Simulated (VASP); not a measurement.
Na, 1 atom in the cell. The structure is cubic, space group Im-3m (No. 229). The conventional cell has a = 4.190 Å, b = 4.190 Å, c = 4.190 Å, α = 90.00°, β = 90.00°, γ = 90.00°. Within 4.8 Å of Na (site symmetry m-3m) lie 14 Na at 3.63 to 4.19 Å. 

```yaml
Program: VASP 6.6.1
Task: single point
Functional: PBE
Potentials_or_basis: VASP PAW PBE potentials, release 64 (Na_pv)
Cutoff: 500 eV
k_mesh: 13 × 13 × 13
Occupations: methfessel-paxton, width 0.1 eV
Spin: no spin polarisation
Dipole_correction: no
Further_INCAR_settings: ALGO = Normal; EDIFF = 1e-06; NBANDS = 10
```

Potentials or basis: VASP PAW PBE potentials, release 64 (Na_pv).

Run with:

```bash
$ cat potpaw_PBE.64/Na_pv/POTCAR > POTCAR
$ mpirun -np 1 vasp_std > vasp.out
```

Hardware: 1 thread of Intel(R) Xeon(R) 6975P-C (Granite Rapids), with other jobs on the host.

Q: Estimate the wall time of this run.

A: Wall time 7.6 s on 1 thread of Intel(R) Xeon(R) 6975P-C (Granite Rapids), on a shared host, peak memory 0.15 GiB. Counts: scf iterations 9, k points 84.
